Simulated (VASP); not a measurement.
Crystal: In3Cu.

```
In Cu
1.0
     4.48277    0.00000    0.00000
     0.00000    4.48277    0.00000
     0.00000    0.00000    4.48277
In Cu
3 1
Cartesian
  0.0000 2.2414 2.2414
  2.2414 0.0000 2.2414
  2.2414 2.2414 0.0000
  0.0000 0.0000 0.0000
```

Base run:

```yaml
Program: VASP 6.6.1
Functional: BLYP
Potentials_or_basis: VASP PAW PBE potentials, release 64 (In_d, Cu)
Cutoff: 600 eV
k_mesh: 5 × 5 × 5
Occupations: gaussian, width 0.2 eV
Spin: no spin polarisation
```

Its results: band gap on the k mesh zero (bands 25 and 26 overlap by 2.93 eV); pressure 5.7 GPa.

After a change of settings the same cell gave: band gap on the k mesh zero (bands 25 and 26 overlap by 2.86 eV); pressure 2.9 GPa. Which change was it?
A. functional from BLYP to r2SCAN; cutoff from 600 eV to 660 eV
B. functional from BLYP to RPBE
C. functional from BLYP to PBE

B.

Caveats: the PAW data sets were made with another functional, which shifts forces and pressure a little; spin-orbit coupling is left out, which moves the levels of the heavy elements; the cell stands under pressure (at least some runs).
